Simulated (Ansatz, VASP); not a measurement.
**Two plane-wave programs on Si7Ge**

```
CELL_PARAMETERS angstrom
5.68285 0.00000 0.00000
0.00000 5.68285 0.00000
0.00000 0.00000 5.03727
ATOMIC_POSITIONS crystal
Si 0.25260 0.25260 0.25260
Si 0.00000 0.50000 0.50000
Si 0.50000 0.50000 0.00000
Si 0.50000 0.00000 0.50000
Si 0.74740 0.25260 0.74740
Si 0.74740 0.74740 0.25260
Si 0.25260 0.74740 0.74740
Ge 0.00000 0.00000 0.00000
```

Alike in both runs: task single point; functional PBEsol; k mesh 8 × 8 × 8; occupations gaussian, width 0.03 eV; no spin polarisation.

|  | VASP | Ansatz |
| --- | --- | --- |
| version | VASP 6.6.1 | Ansatz 0.2.0 |
| potentials or method | VASP PAW PBE potentials, release 64 (Si, Ge_d), cutoff 520 eV | scalar-relativistic, plane waves, PAW |
| valence electrons in the cell | 42 | 42 |

```tsv
	VASP	Ansatz	Ansatz less VASP
gap on the k mesh at the Fermi level (eV)	none	none	-
pressure (GPa)	-0.5	-0.5	-0.08
traceless stress, the component that is largest in VASP (GPa)	5.45	5.46	+0.010
rms of the force components (eV/Å)	0.021	0.022	+0.0017
```

VASP's potentials were made for PBE, not for PBEsol, and Ansatz warns of the same on its side. Atom by atom the forces differ by 0.003 eV/Å (rms over components). A gap of «none» marks a metal or a gap that the smearing closes. With one functional, cell and mesh, what is left measures potentials, basis and numerics.
